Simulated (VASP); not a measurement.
# In in VASP: single point with PBEsol

Aim: the single point of In with PBEsol.

Everything below comes from runs of VASP 6.6.1. Logs are shortened: lines on timing, memory, paths and dates and some standing lists are left out, and cuts for length are marked.

## (1) The cell of the first run

The cell holds a sublattice, 1 atom: a = 7.959 Å, b = 7.959 Å, c = 7.959 Å, α = 60.00°, β = 60.00°, γ = 60.00°.

## (2) Single point, PBEsol

INCAR

```
SYSTEM = In
PREC = Accurate
ENCUT = 400
EDIFF = 1E-6
ISMEAR = 0
SIGMA = 0.1
LREAL = .FALSE.
LASPH = .TRUE.
NELM = 120
ALGO = Normal
ISIF = 2
LWAVE = .FALSE.
LCHARG = .FALSE.
GGA = PS
NBANDS = 12
GGA_COMPAT = .FALSE.
```

KPOINTS

```
Automatic mesh
0
G
  4 4 4
  0 0 0
```

POSCAR

```
In
1.0
    0.0000000000      5.6281590000      5.6281590000
    5.6281590000      0.0000000000      5.6281590000
    5.6281590000      5.6281590000      0.0000000000
In
1
Direct
    0.0000000000      0.0000000000      0.0000000000
```

Potentials or basis: VASP PAW PBE potentials, release 64 (In_d).

Launch:

```
> cat potpaw_PBE.64/In_d/POTCAR > POTCAR
> mpirun -np 1 vasp_std > vasp.out
```

OUTCAR:

```text
SYSTEM = In
   PREC = Accurate
   ENCUT = 400
   EDIFF = 1E-6
   ISMEAR = 0
   LREAL = .FALSE.
   LASPH = .TRUE.
   NELM = 120
   ISIF = 2
   GGA = PS

 ion  position               nearest neighbor table
   1  0.000  0.000  0.000-

  LATTYP: Found a face centered cubic cell.
 ALAT       =    11.2563180000

  Lattice vectors:

 A1 = (   0.0000000000,   5.6281590000,   5.6281590000)
 A2 = (   5.6281590000,   0.0000000000,   5.6281590000)
 A3 = (   5.6281590000,   5.6281590000,   0.0000000000)

Analysis of symmetry for initial positions (statically):
=====================================================================
 Subroutine PRICEL returns:
 Original cell was already a primitive cell.

 Routine SETGRP: Setting up the symmetry group for a
 face centered cubic supercell.

 Subroutine GETGRP returns: Found 48 space group operations
[... 9 lines left out ...]

 Routine SETGRP: Setting up the symmetry group for a
 face centered cubic supercell.

 Subroutine GETGRP returns: Found 48 space group operations
[... 11 lines left out ...]
                                     Primitive cell

  volume of cell :     356.5571

  direct lattice vectors                    reciprocal lattice vectors
     0.000000000  5.628159000  5.628159000    -0.088838997  0.088838997  0.088838997
     5.628159000  0.000000000  5.628159000     0.088838997 -0.088838997  0.088838997
     5.628159000  5.628159000  0.000000000     0.088838997  0.088838997 -0.088838997

  length of vectors
     7.959418789  7.959418789  7.959418789     0.153873656  0.153873656  0.153873656

  position of ions in fractional coordinates (direct lattice)
     0.000000000  0.000000000  0.000000000

  ion indices of the primitive-cell ions
   primitive index   ion index
                 1           1

----------------------------------------------------------------------------------------

 KPOINTS: Automatic mesh

Automatic generation of k-mesh.
 Grid dimensions read from file:
 generate k-points for:    4    4    4

 Generating k-lattice:

  Cartesian coordinates                     Fractional coordinates (reciprocal lattice)
    -0.022209749  0.022209749  0.022209749     0.250000000  0.000000000  0.000000000
     0.022209749 -0.022209749  0.022209749     0.000000000  0.250000000  0.000000000
     0.022209749  0.022209749 -0.022209749     0.000000000  0.000000000  0.250000000

  Length of vectors
     0.038468414  0.038468414  0.038468414

  Shift w.r.t. Gamma in fractional coordinates (k-lattice)
     0.000000000  0.000000000  0.000000000

 Subroutine IBZKPT returns following result:
 ===========================================

 Found      8 irreducible k-points:

 Following reciprocal coordinates:
            Coordinates               Weight
  0.000000  0.000000  0.000000      1.000000
  0.250000  0.000000  0.000000      8.000000
  0.500000  0.000000  0.000000      4.000000
  0.250000  0.250000  0.000000      6.000000
  0.500000  0.250000  0.000000     24.000000
 -0.250000  0.250000  0.000000     12.000000
  0.500000  0.500000  0.000000      3.000000
 -0.250000  0.500000  0.250000      6.000000
   k-points           NKPTS =      8   k-points in BZ     NKDIM =      8   number of bands    NBANDS=     12
   number of dos      NEDOS =    301   number of ions     NIONS =      1
   total plane-waves  NPLWV = 157464
   dimension x,y,z NGX =    54 NGY =   54 NGZ =   54
   dimension x,y,z NGXF=   108 NGYF=  108 NGZF=  108
   ions per type =               1
   NGX,Y,Z   is equivalent  to a cutoff of  11.28, 11.28, 11.28 a.u.
   NGXF,Y,Z  is equivalent  to a cutoff of  22.56, 22.56, 22.56 a.u.
 SYSTEM =  In
   PREC   = accura    normal or accurate (medium, high low for compatibility)
   ISTART =      0    job   : 0-new  1-cont  2-samecut
   ICHARG =      2    charge: 1-file 2-atom 10-const
   ISPIN  =      1    spin polarized calculation?
   LNONCOLLINEAR =      F non collinear calculations
   LSORBIT =      F    spin-orbit coupling
   LASPH  =      T    aspherical Exc in radial PAW
   ENCUT  =  400.0 eV  29.40 Ry    5.42 a.u.  12.98 12.98 12.98*2*pi/ulx,y,z
   NELM   =    120;   NELMIN=  2; NELMDL= -5     # of ELM steps
   EDIFF  = 0.1E-05   stopping-criterion for ELM
   LREAL  =      F    real-space projection
   EDIFFG = 0.1E-04   stopping-criterion for IOM
   NSW    =      0    number of steps for IOM
   IBRION =     -1    ionic relax: 0-MD 1-quasi-New 2-CG
   NFREE  =      0    steps in history (QN), initial steepest desc. (CG)
   ISIF   =      2    stress and relaxation
   ISYM   =      2    0-nonsym 1-usesym 2-fastsym
   POTIM  = 0.5000    time-step for ionic-motion
   TEBEG  =    0.0;   TEEND  =   0.0 temperature during run
   PSTRESS=    0.0 pullay stress
   NELECT =      13.0000    total number of electrons
   NUPDOWN=      -1.0000    fix difference up-down
   EMIN   =  10.00;   EMAX   =-10.00  energy-range for DOS
   EFERMI =   0.00;   METHOD = LEGACY
   ISMEAR =     0;   SIGMA  =   0.10  broadening in eV -4-tet -1-fermi 0-gaus
   EFERMI_NEDOS =   21; number of points for ismear=-14 and -15
   IALGO  =     38    algorithm
   IMIX   =      4    mixing-type and parameters
     AMIX     =   0.40;   BMIX     =  1.00
     AMIX_MAG =   1.60;   BMIX_MAG =  1.00
  volume/ion in A,a.u.               =     356.56      2406.17
  Fermi-wavevector in a.u.,A,eV,Ry     =   0.542850  1.025837  4.009443  0.294686
  Thomas-Fermi vector in A             =   1.571063
   LORBIT       =      0    0 simple, 1 ext, 2 COOP (PROOUT), +10 PAW based schemes
   GGA     = PS    functional components
   LHFCALC =     F    Hartree Fock is set to
   AEXX    =    0.0000 exact exchange contribution
   IVDW    =     0    specifies the selected vdW correction
   LEPSILON=     F    determine dielectric tensor
   LRPA    =     F    only Hartree local field effects (RPA)
 non-spin polarized calculation
 Gauss-broadening in eV      SIGMA  =   0.10
  energy-cutoff  :      400.00
  volume of cell :      356.56
 maximum number of plane-waves:      6479
 NGX is ok and might be reduce to    54
   NGX = 25   NGY = 25   NGZ = 25

 number of electron      12.9999993 magnetization

 Free energy of the ion-electron system (eV)
  ---------------------------------------------------
  ext. energy  EPLUGINS =         0.00000000
  ---------------------------------------------------
  free energy    TOTEN  =        -0.20743754 eV

  energy without entropy =       -0.14737348  energy(sigma->0) =       -0.17740551

 E-fermi :  -1.8051     XC(G=0):  -2.5329

 val. band max:       -1.8211309048   @ k =   0.5000   0.2500   0.0000
 cond. band min:      -1.7953052278   @ k =  -0.2500   0.2500   0.0000
 fundamental gap:      0.0258256770
 Fermi energy:        -1.8051432786

 k-point     1 :       0.0000    0.0000    0.0000
  band No.  band energies     occupation
      1     -17.8364      2.00000
      2     -17.8364      2.00000
      3     -17.8364      2.00000
      4     -17.8364      2.00000
      5     -17.8364      2.00000
      6      -7.4699      2.00000
      7      -1.5472      0.00026
      8      -1.5472      0.00026
      9      -1.5472      0.00026
     10      -0.1997      0.00000
     11       2.2239      0.00000
     12       2.2239      0.00000

 k-point     2 :       0.2500    0.0000    0.0000
  band No.  band energies     occupation
      1     -17.8365      2.00000
      2     -17.8365      2.00000
      3     -17.8364      2.00000
      4     -17.8364      2.00000
      5     -17.8364      2.00000
      6      -7.4650      2.00000
      7      -1.7370      0.33553
      8      -1.5658      0.00071
      9      -1.5658      0.00071
     10       0.2135      0.00000
     11       1.6685      0.00000
     12       2.2447      0.00000

 k-point     3 :       0.5000    0.0000    0.0000
  band No.  band energies     occupation
      1     -17.8365      2.00000
      2     -17.8365      2.00000
      3     -17.8364      2.00000
      4     -17.8364      2.00000
      5     -17.8364      2.00000
      6      -7.4600      2.00000
      7      -1.8776      1.69445
      8      -1.5837      0.00174
      9      -1.5837      0.00174
     10       0.6419      0.00000
     11       1.4166      0.00000
     12       2.0901      0.00000

 k-point     4 :       0.2500    0.2500    0.0000
  band No.  band energies     occupation
      1     -17.8365      2.00000
      2     -17.8365      2.00000
      3     -17.8364      2.00000
      4     -17.8364      2.00000
      5     -17.8364      2.00000
      6      -7.4634      2.00000
      7      -1.7315      0.29735
      8      -1.6026      0.00417
      9      -1.6026      0.00417
     10       0.3511      0.00000
     11       1.5882      0.00000
     12       1.9091      0.00000

 k-point     5 :       0.5000    0.2500    0.0000
  band No.  band energies     occupation
      1     -17.8365      2.00000
      2     -17.8365      2.00000
      3     -17.8364      2.00000
      4     -17.8364      2.00000
      5     -17.8364      2.00000
      6      -7.4584      2.00000
      7      -1.8211      1.17888
      8      -1.6759      0.06750
      9      -1.6203      0.00894
     10       0.8854      0.00000
     11       1.3534      0.00000
     12       1.6578      0.00000

 k-point     6 :      -0.2500    0.2500    0.0000
  band No.  band energies     occupation
      1     -17.8365      2.00000
      2     -17.8365      2.00000
      3     -17.8364      2.00000
      4     -17.8364      2.00000
      5     -17.8364      2.00000
      6      -7.4601      2.00000
      7      -1.7953      0.88935
      8      -1.6832      0.08466
      9      -1.5844      0.00180
     10       0.7280      0.00000
     11       1.5576      0.00000
     12       1.5651      0.00000

 k-point     7 :       0.5000    0.5000    0.0000
  band No.  band energies     occupation
      1     -17.8365      2.00000
      2     -17.8364      2.00000
      3     -17.8364      2.00000
      4     -17.8364      2.00000
      5     -17.8364      2.00000
      6      -7.4568      2.00000
      7      -1.8479      1.45444
      8      -1.6550      0.03378
      9      -1.6550      0.03378
     10       0.8226      0.00000
     11       1.3063      0.00000
     12       1.7433      0.00000

 k-point     8 :      -0.2500    0.5000    0.2500
  band No.  band energies     occupation
      1     -17.8365      2.00000
      2     -17.8365      2.00000
      3     -17.8364      2.00000
      4     -17.8364      2.00000
      5     -17.8364      2.00000
      6      -7.4568      2.00000
      7      -1.7572      0.49741
      8      -1.7572      0.49741
      9      -1.6671      0.05091
     10       1.1879      0.00000
     11       1.5323      0.00000
     12       1.5323      0.00000

------------------------ aborting loop because EDIFF is reached ----------------------------------------

  FORCE on cell =-STRESS in cart. coord.  units (eV):
  Direction    XX          YY          ZZ          XY          YZ          ZX
  --------------------------------------------------------------------------------------
  -------------------------------------------------------------------------------------
  Total       -0.2786943     -0.2786943     -0.2786943     -0.0000000      0.0000000      0.0000000
  in kB       -1.2523037     -1.2523037     -1.2523037     -0.0000000      0.0000000      0.0000000
  external PRESSURE =      -1.2523037 kB  Pullay stress =       0.0000000 kB

 VOLUME and BASIS-vectors are now :
 -----------------------------------------------------------------------------
  energy-cutoff  :      400.00
  volume of cell :      356.56
      direct lattice vectors                 reciprocal lattice vectors
     0.000000000  5.628159000  5.628159000    -0.088838997  0.088838997  0.088838997
     5.628159000  0.000000000  5.628159000     0.088838997 -0.088838997  0.088838997
     5.628159000  5.628159000  0.000000000     0.088838997  0.088838997 -0.088838997

 POSITION                                       TOTAL-FORCE (eV/Angst)
 -----------------------------------------------------------------------------------
      0.00000      0.00000      0.00000         0.000000      0.000000      0.000000
 -----------------------------------------------------------------------------------
    total drift:                               -0.000000      0.000000      0.000000

  FREE ENERGIE OF THE ION-ELECTRON SYSTEM (eV)
  ---------------------------------------------------
  free  energy   TOTEN  =        -0.2074375417 eV

  energy  without entropy=       -0.1473734756  energy(sigma->0) =       -0.17740551
```

Run time: 33 s. Hardware: 1 thread of Intel Xeon Platinum 8488C (Sapphire Rapids), shared host; peak memory 0.34 GiB.

Results:

```
Free energy : -0.2074 eV
Pressure    : -0.1 GPa
```

Caveat: the PAW data sets were made with another functional, which shifts forces and pressure a little; spin-orbit coupling is left out, which moves the levels of the heavy elements.
